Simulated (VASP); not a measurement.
Crystal: CoBr.

```xyz
2
Lattice="3.4980 0.0000 0.0000 -1.7490 3.0293 0.0000 0.0000 0.0000 4.5020" Properties=species:S:1:pos:R:3 pbc="T T T"
Co    0.0000    0.0000    0.0000
Br    0.0000    0.0000    2.2510
```

Base run:

- Program: VASP 6.6.1
- Functional: PBE
- Potentials or basis: VASP PAW PBE potentials, release 64 (Co, Br)
- Cutoff: 520 eV
- k mesh: 11 × 11 × 8
- Occupations: fermi-dirac, width 0.05 eV
- Spin: collinear spin, ferromagnetic start
- Starting moments: [2.5, 0.0] μB
- Hubbard terms: Co d U = 2.0 eV

Its results: pressure 0.2 GPa; net moment 2.05 μB per cell; site moments Co +2.03; Br +0.13 μB.

Problem. The run is repeated on the same cell with these changes: hubbard terms from Co d U = 2.0 eV to Co d U = 4.0 eV. What comes out?

Solution. Pressure 1.6 GPa; net moment 2.06 μB per cell; site moments Co +2.08; Br +0.12 μB.
